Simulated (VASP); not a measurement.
Set up this calculation in VASP 6.6.1, as the native input.

* Task: single point
* Functional: PBE
* Potentials or basis: VASP PAW PBE potentials, release 64 (Fe, O)
* Cutoff: 600 eV
* k mesh: 6 × 6 × 6
* Occupations: gaussian, width 0.05 eV
* Spin: collinear spin, antiferromagnetic start
* Starting moments: [5.0, -5.0, -5.0, 5.0, 0.0, 0.0, 0.0, 0.0, 0.0, 0.0] μB
* Dipole correction: no
* Further INCAR settings: ALGO = Normal; EDIFF = 1e-06; NBANDS = 49

The structure of Fe2O3 lies in POSCAR:

```
Fe2O3
1.0
    2.3865028811      1.3778480808      4.4345384372
   -2.3865028811      1.3778480808      4.4345384372
    0.0000000000     -2.7556961616      4.4345384372
Fe O
4 6
Direct
    0.3454541922      0.3454541922      0.3454541922
    0.1545458078      0.1545458078      0.1545458078
    0.6545458078      0.6545458078      0.6545458078
    0.8454541922      0.8454541922      0.8454541922
    0.5632180997      0.9367819003      0.2500000000
    0.2500000000      0.5632180997      0.9367819003
    0.9367819003      0.2500000000      0.5632180997
    0.4367819003      0.0632180997      0.7500000000
    0.7500000000      0.4367819003      0.0632180997
    0.0632180997      0.7500000000      0.4367819003
```

The input as run:

INCAR

```
  ALGO = Normal
  EDIFF = 1E-6
  ENCUT = 600
  GGA = PE
  GGA_COMPAT = F
  ISIF = 2
  ISMEAR = 0
  ISPIN = 2
  LASPH = T
  LCHARG = T
  LELF = T
  LMAXMIX = 4
  LORBIT = 11
  LREAL = F
  LVHAR = T
  LWAVE = F
  MAGMOM = 5 -5 -5 5 0 0 0 0 0 0
  NBANDS = 49
  NELM = 200
  PREC = Accurate
  SIGMA = 0.05
```

KPOINTS

```
k-points
0
Gamma
  6 6 6
```

Potentials or basis: VASP PAW PBE potentials, release 64 (Fe, O).

Command:

```console
$ cat potpaw_PBE.64/Fe/POTCAR potpaw_PBE.64/O/POTCAR > POTCAR
$ mpirun -np 1 vasp_std > vasp.out
```

It gave:

```
Pressure                                              : 2.4 GPa
Largest force                                         : 0.407 eV/Å
Band gap on the k mesh                                : zero (filled and empty bands overlap)
Net moment                                            : 0.00 μB per cell
Site moments                                          : Fe +0.89, -0.89 (each value once); O +0.00 μB
Valence electrons inside the program's atomic spheres : Fe 7.37; O 5.01
```

Caveat: semilocal functionals often make such compounds metallic where correlation or magnetic order opens a gap, which also shifts bond lengths.

It took 23 min on 1 thread of Oxide Virtual Turin-like Processor, on a shared host, peak memory 0.43 GiB.
